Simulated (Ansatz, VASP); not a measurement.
# One calculation of SiC, two programs

INCAR

```
PREC = Accurate
ENCUT = 520
EDIFF = 1E-7
ISMEAR = 0
SIGMA = 0.05
LREAL = F
LASPH = T
NELM = 100
ALGO = Normal
ISIF = 2
LWAVE = F
LCHARG = T
GGA = PE
LELF = T
LVHAR = T
NBANDS = 36
```

The input KPOINTS:

```
Automatic mesh
0
Gamma
  10 10 2
```

File POSCAR:

```
SiC
1.0
    2.1898640950     -2.1898640950      0.0000000000
    2.1898640950      0.0000000000     -2.1898640950
    8.9037939472      8.9037939472      8.9037939472
Si C
6 6
Direct
    1.0000000000      0.0000000000      0.3893837678
    0.3333333333      0.3333333333      0.2254189001
    0.6666666667      0.6666666667      0.5533486355
    1.0000000000      1.0000000000      0.8812783710
    0.3333333333      0.3333333333      0.7173135032
    0.6666666667      0.6666666667      0.0614540324
    0.6666666667      0.6666666667      0.4303749848
    0.0000000000      0.0000000000      0.2664101171
    0.3333333333      0.3333333333      0.5943398525
    0.6666666667      0.6666666667      0.9222695879
    0.0000000000      0.0000000000      0.7583047202
    0.3333333333      0.3333333333      0.1024452493
```

Input for Ansatz:

```yaml
crystal:
  lattice:
    - [2.189864095, -2.189864095, 0.0]
    - [2.189864095, 0.0, -2.189864095]
    - [8.9037939472, 8.9037939472, 8.9037939472]
  atoms:
    - { symbol: Si, position: [1.0, 0.0, 0.3893837678] }
    - { symbol: Si, position: [0.3333333333, 0.3333333333, 0.2254189001] }
    - { symbol: Si, position: [0.6666666667, 0.6666666667, 0.5533486355] }
    - { symbol: Si, position: [1.0, 1.0, 0.881278371] }
    - { symbol: Si, position: [0.3333333333, 0.3333333333, 0.7173135032] }
    - { symbol: Si, position: [0.6666666667, 0.6666666667, 0.0614540324] }
    - { symbol: C, position: [0.6666666667, 0.6666666667, 0.4303749848] }
    - { symbol: C, position: [0.0, 0.0, 0.2664101171] }
    - { symbol: C, position: [0.3333333333, 0.3333333333, 0.5943398525] }
    - { symbol: C, position: [0.6666666667, 0.6666666667, 0.9222695879] }
    - { symbol: C, position: [0.0, 0.0, 0.7583047202] }
    - { symbol: C, position: [0.3333333333, 0.3333333333, 0.1024452493] }
basis:
  ecutwfc: 420
kpoints:
  mp_grid: { grid: [10, 10, 2] }
hamiltonian:
  xc: pbe
scf:
  occupations: { method: gaussian, width: 0.05 }
output:
  forces: true
  stress: true
  eigenvalues: true
```

Alike in both runs: task single point; functional PBE; k mesh 10 × 10 × 2; occupations gaussian, width 0.05 eV; no spin polarisation.

|  | VASP | Ansatz |
| --- | --- | --- |
| version | VASP 6.6.1 | Ansatz 0.2.0 |
| potentials or method | VASP PAW PBE potentials, release 64 (Si, C), cutoff 520 eV | scalar-relativistic, plane waves, PAW |
| valence electrons in the cell | 48 | 48 |

```tsv
	VASP	Ansatz	Ansatz less VASP
gap on the k mesh at the Fermi level (eV)	1.10	1.09	-0.002
least direct gap on the mesh (eV)	2.31	2.31	0.000
pressure (GPa)	-2.3	-2.2	+0.05
traceless stress, the component that is largest in VASP (GPa)	-2.08	-2.07	+0.014
rms of the force components (eV/Å)	0.457	0.458	+0.0014
```

Atom by atom the forces differ by 0.002 eV/Å (rms over components). With one functional, cell and mesh, what is left measures potentials, basis and numerics.
